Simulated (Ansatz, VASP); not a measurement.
## One calculation of SnO2, two programs

Contents of INCAR:

```
SYSTEM = SnO2
PREC = Accurate
ENCUT = 520
EDIFF = 1E-7
ISMEAR = 0
SIGMA = 0.05
LREAL = .False.
LASPH = .True.
NELM = 100
ALGO = Normal
ISIF = 2
LWAVE = .False.
LCHARG = .False.
GGA = CA
NBANDS = 64
```

KPOINTS

```
Automatic mesh
0
Gamma
  6 6 6
  0 0 0
```

POSCAR

```
SnO2
1.0
   -3.2078313831     -1.8520423126      4.0813809037
    3.2078313831     -1.8520423126      4.0813809037
    0.0000000000      3.7040846251      4.0813809037
Sn O
4 8
Direct
    0.5000000000      0.5000000000      0.5000000000
    1.0000000000      1.0000000000      0.5000000000
    1.0000000000      0.5000000000      0.0000000000
    0.5000000000      1.0000000000      0.0000000000
    0.2479102133      0.2479102133      0.2479102133
    0.7451905456      0.7451905456      0.2451905456
    0.7451905456      0.2451905456      0.7451905456
    0.2451905456      0.7451905456      0.7451905456
    0.7548094544      0.7548094544      0.7548094544
    0.2548094544      0.2548094544      0.7548094544
    0.2548094544      0.7548094544      0.2548094544
    0.7548094544      0.2548094544      0.2548094544
```

Input for Ansatz:

```yaml
crystal:
  lattice:
    - [-3.2078313831, -1.8520423126, 4.0813809037]
    - [3.2078313831, -1.8520423126, 4.0813809037]
    - [0.0, 3.7040846251, 4.0813809037]
  atoms:
    - { symbol: Sn, position: [0.5, 0.5, 0.5] }
    - { symbol: Sn, position: [1.0, 1.0, 0.5] }
    - { symbol: Sn, position: [1.0, 0.5, 0.0] }
    - { symbol: Sn, position: [0.5, 1.0, 0.0] }
    - { symbol: O, position: [0.2479102133, 0.2479102133, 0.2479102133] }
    - { symbol: O, position: [0.7451905456, 0.7451905456, 0.2451905456] }
    - { symbol: O, position: [0.7451905456, 0.2451905456, 0.7451905456] }
    - { symbol: O, position: [0.2451905456, 0.7451905456, 0.7451905456] }
    - { symbol: O, position: [0.7548094544, 0.7548094544, 0.7548094544] }
    - { symbol: O, position: [0.2548094544, 0.2548094544, 0.7548094544] }
    - { symbol: O, position: [0.2548094544, 0.7548094544, 0.2548094544] }
    - { symbol: O, position: [0.7548094544, 0.2548094544, 0.2548094544] }
basis:
  ecutwfc: 420
kpoints:
  mp_grid: { grid: [6, 6, 6] }
hamiltonian:
  xc: lda
scf:
  occupations: { method: gaussian, width: 0.05 }
output:
  forces: true
  stress: true
  eigenvalues: true
```

Alike in both runs: task single point; functional LDA; k mesh 6 × 6 × 6; occupations gaussian, width 0.05 eV; no spin polarisation.

```csv
,VASP,Ansatz
version,VASP 6.6.1,Ansatz 0.2.0
potentials or method,"VASP PAW LDA potentials, release 64 (Sn_d, O), cutoff 520 eV","scalar-relativistic, plane waves, PAW"
valence electrons in the cell,104,104
```

|  | VASP | Ansatz | Ansatz less VASP |
| --- | --- | --- | --- |
| gap on the k mesh at the Fermi level (eV) | 1.53 | 1.53 | -0.007 |
| least direct gap on the mesh (eV) | 1.53 | 1.53 | -0.007 |
| pressure (GPa) | 0.6 | -0.4 | -1.00 |
| traceless stress, the component that is largest in VASP (GPa) | -0.74 | -0.07 | +0.673 |
| rms of the force components (eV/Å) | 0.070 | 0.076 | +0.0060 |

LDA's correlation is that of Perdew and Zunger in VASP and of Perdew and Wang (1992) in Ansatz. Atom by atom the forces differ by 0.030 eV/Å (rms over components).
